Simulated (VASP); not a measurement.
A run of VASP 6.6.1 is set up as follows.

Contents of INCAR:

```
SYSTEM = TePt
PREC = Accurate
ENCUT = 520
EDIFF = 1E-7
ISMEAR = 0
SIGMA = 0.15
LREAL = .False.
LASPH = .True.
NELM = 80
ALGO = Normal
ISIF = 2
LWAVE = .False.
LCHARG = .False.
GGA = PS
NBANDS = 24
```

The input KPOINTS:

```
Automatic mesh
0
Gamma
  12 12 10
  0 0 0
```

Contents of POSCAR:

```
TePt
1.0
    3.7821198268      0.0000000000      0.0000000000
   -1.8910599134      3.2754118502      0.0000000000
    0.0000000000      0.0000000000      5.8816800000
Te Pt
2 2
Direct
    0.3333333333      0.6666666667      0.2500000000
    0.6666666667      0.3333333333      0.7500000000
    0.0000000000      0.0000000000      0.0000000000
    0.0000000000      0.0000000000      0.5000000000
```

Potentials or basis: VASP PAW PBE potentials, release 64 (Te, Pt).

Launch:

```sh
$ cat potpaw_PBE.64/Te/POTCAR potpaw_PBE.64/Pt/POTCAR > POTCAR
$ mpirun -np 1 vasp_std > vasp.out
```

What does it give for the band gap on the k mesh?

Zero (bands 16 and 17 overlap by 1.48 eV).

Predict the pressure.

32.9 GPa.

Stress tensor (GPa, compression positive):
```
36.70  0.00  0.00
 0.00 36.70  0.00
 0.00  0.00 25.18
```

Caveat: the cell differs from its parent crystal (strain -0.080 along x and y, +0.080 along z); the cell stands under pressure; the PAW data sets were made with another functional, which shifts forces and pressure a little; spin-orbit coupling is left out, which moves the levels of the heavy elements.
